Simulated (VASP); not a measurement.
# TaN (P6_3/mmc) in VASP: a series of runs, part 2 of 2

VASP 6.6.1. Earlier steps stand in the parts before.

### Step 4. Electric field gradients, PBEsol (zz strain of +1 %)

Input file INCAR:

```
SYSTEM = TaN
PREC     = Accurate       ! precision mode
ENCUT    = 520            ! plane-wave cutoff, eV
EDIFF    = 1E-8           ! SCF threshold, eV
ISMEAR   = -1             ! smearing method
SIGMA    = 0.01           ! smearing width, eV
LREAL    = .FALSE.        ! projectors in reciprocal space
LASPH    = .TRUE.         ! aspherical terms in the spheres
NELM     = 120            ! most SCF steps
ALGO     = Normal         ! electronic algorithm
ISIF     = 2              ! what is computed and relaxed
LWAVE    = .FALSE.        ! write WAVECAR
LCHARG   = .FALSE.        ! write CHGCAR
GGA      = PS             ! functional
LEFG     = .TRUE.       
NBANDS   = 24             ! bands
GGA_COMPAT= .FALSE.
```

Input file KPOINTS:

```
Automatic mesh
0
G
  9 9 5
  0 0 0
```

Input file POSCAR:

```
TaN
1.0
    3.0480019786      0.0000000000      0.0000000000
   -1.5240009893      2.6396471442      0.0000000000
    0.0000000000      0.0000000000      4.9671800000
Ta N
2 2
Direct
    0.0000000000      0.0000000000      0.0000000000
    0.0000000000      0.0000000000      0.5000000000
    0.3333333333      0.6666666667      0.2500000000
    0.6666666667      0.3333333333      0.7500000000
```

Potentials or basis: VASP PAW PBE potentials, release 64 (Ta_pv, N).

Command:

```console
$ cat potpaw_PBE.64/Ta_pv/POTCAR potpaw_PBE.64/N/POTCAR > POTCAR
$ mpirun -np 1 vasp_std > vasp.out
```

OUTCAR:

```text
SYSTEM = TaN
   PREC = Accurate
   ENCUT = 520
   EDIFF = 1E-8
   ISMEAR = -1
   LREAL = .FALSE.
   LASPH = .TRUE.
   NELM = 120
   ISIF = 2
   GGA = PS

 ion  position               nearest neighbor table
   1  0.000  0.000  0.000-   3 2.15   4 2.15   3 2.15   4 2.15   4 2.15   3 2.15   2 2.48   2 2.48

   2  0.000  0.000  0.500-   3 2.15   4 2.15   3 2.15   4 2.15   4 2.15   3 2.15   1 2.48   1 2.48

   3  0.333  0.667  0.250-   1 2.15   2 2.15   1 2.15   2 2.15   1 2.15   2 2.15
   4  0.667  0.333  0.750-   1 2.15   2 2.15   1 2.15   2 2.15   1 2.15   2 2.15

  LATTYP: Found a hexagonal cell.
 ALAT       =     3.0480019786
 C/A-ratio  =     1.6296511731

  Lattice vectors:

 A1 = (   3.0480019786,   0.0000000000,   0.0000000000)
 A2 = (  -1.5240009893,   2.6396471442,   0.0000000000)
 A3 = (   0.0000000000,   0.0000000000,   4.9671800000)

Analysis of symmetry for initial positions (statically):
[... 857 lines left out ...]
      0.00000      0.00000      0.00000         0.000000      0.000000      0.000000
      0.00000      0.00000      2.48359         0.000000      0.000000      0.000000
     -0.00000      1.75976      1.24179        -0.000000      0.000000      0.000000
      1.52400      0.87988      3.72539         0.000000     -0.000000     -0.000000
 -----------------------------------------------------------------------------------
    total drift:                               -0.000000      0.000000      0.000000

  FREE ENERGIE OF THE ION-ELECTRON SYSTEM (eV)
  ---------------------------------------------------
  free  energy   TOTEN  =       -44.5628566899 eV

  energy  without entropy=      -44.5614316024  energy(sigma->0) =      -44.56214415

 Electric field gradients (V/A^2)
---------------------------------------------------------------------
 ion       V_xx      V_yy      V_zz      V_xy      V_xz      V_yz
---------------------------------------------------------------------
   1      93.281    93.280  -186.561    -0.000    -0.000     0.000
   2      93.281    93.280  -186.561    -0.000     0.000    -0.000
   3      -1.728    -1.727     3.455     0.001     0.000     0.000
   4      -1.728    -1.727     3.455     0.001     0.000     0.000
---------------------------------------------------------------------

 Electric field gradients after diagonalization (V/A^2)
 (convention: |V_zz| > |V_xx| > |V_yy|)
----------------------------------------------------------------------
 ion       V_xx      V_yy      V_zz     asymmetry (V_yy - V_xx)/ V_zz
----------------------------------------------------------------------
   1      93.281    93.280  -186.561       0.000
   2      93.281    93.280  -186.561       0.000
   3      -1.728    -1.727     3.455       0.000
   4      -1.728    -1.727     3.455       0.000
----------------------------------------------------------------------

           NMR quadrupolar parameters

 Cq : quadrupolar parameter    Cq=e*Q*V_zz/h
 eta: asymmetry parameters     (V_yy - V_xx)/ V_zz
 Q  : nuclear electric quadrupole moment in mb (millibarn)
----------------------------------------------------------------------
 ion       Cq(MHz)       eta       Q (mb)
----------------------------------------------------------------------
   1      -0.451       0.000       1.000
   2      -0.451       0.000       1.000
   3       0.008       0.000       1.000
   4       0.008       0.000       1.000
----------------------------------------------------------------------
```

stdout:

```text
POSCAR found type information on POSCAR TaN
 POSCAR found :  2 types and       4 ions
 scaLAPACK will be used
 -----------------------------------------------------------------------------
|                                                                             |
|                                                                             |
|     You enforced a specific xc type in the INCAR file but a different       |
|     I HOPE YOU KNOW WHAT YOU ARE DOING!                                     |
|                                                                             |
 -----------------------------------------------------------------------------

 LDA part: xc-table for (Slater+PW92), standard interpolation
 POSCAR, INCAR and KPOINTS ok, starting setup
 FFT: planning ... GRIDC
 FFT: planning ... GRID_SOFT
 FFT: planning ... GRID
 WAVECAR not read
 entering main loop
ion   1

ion   2

ion   3

ion   4
```

It took 67 s on 1 thread of Intel Xeon 8259CL, shared host; peak memory 0.18 GiB.

What came out:

- Free energy: -44.5629 eV
- Pressure: 43.7 GPa
- Band gap on the k mesh: zero (bands 16 and 17 overlap by 2.29 eV)
- Largest electric field gradient by atom: Ta -186.6; N +3.5 V/Å²

Stress tensor (GPa, compression positive):
```
15.65  0.00  0.00
 0.00 15.65  0.00
 0.00  0.00 99.73
```

Electric field gradients, principal values (V/Å²):
| atom | least | middle | greatest (by size) |
| --- | --- | --- | --- |
| 1 Ta | 93.280 | 93.281 | -186.561 |
| 2 Ta | 93.280 | 93.281 | -186.561 |
| 3 N | -1.727 | -1.728 | 3.455 |
| 4 N | -1.727 | -1.728 | 3.455 |

Caveat: the cell differs from its parent crystal (zz strain of +1 %); the cell stands under pressure; without QUAD_EFG the Cq values of the log hold for a quadrupole moment of 1 mb, not for the nuclei; the PAW data sets were made with another functional, which shifts forces and pressure a little; spin-orbit coupling is left out, which moves the levels of the heavy elements.
